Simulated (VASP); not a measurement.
Runs of VASP 6.6.1 on Ti3Si2. The structure is that of space group Pm-3m (No. 221), or close to it. The cells are those of the table. 

```tsv
task	spin	cell	k mesh	cutoff (eV)	gap on the mesh (eV)	pressure (GPa)	relaxed volume (Å³/atom)
single point	off	a = 4.551 Å, 5 atoms	4 × 4 × 4	520	none	0.1	-
relaxation of cell and atoms	off	relaxed from a = 4.551 Å, 5 atoms	8 × 8 × 8	600	none	0.0	(a)
single point	collinear, ferromagnetic start	a = 4.551 Å, 5 atoms	4 × 4 × 4	520	none	0.1	-
single point	off	a = 4.139 Å, 5 atoms	4 × 4 × 4	520	none	45.8	-
single point	off	a = 4.549 Å, 5 atoms	8 × 8 × 8	520	none	0.0	-
relaxation of cell and atoms	off	relaxed from a = 4.139 Å, 5 atoms	4 × 4 × 4	600	none	0.0	18.87
```

Alike in all rows: level PBE; potentials or basis VASP PAW PBE potentials, release 64 (Ti_sv, Si); smearing gaussian 0.1 eV.

Fill in the values left out.

(a) 18.82.

Caveats: some runs use coarse meshes; the volume moved by over 15 % at a fixed basis, so the end points are rough (some runs).

A gap of «none» marks levels without a gap at the run's occupations.
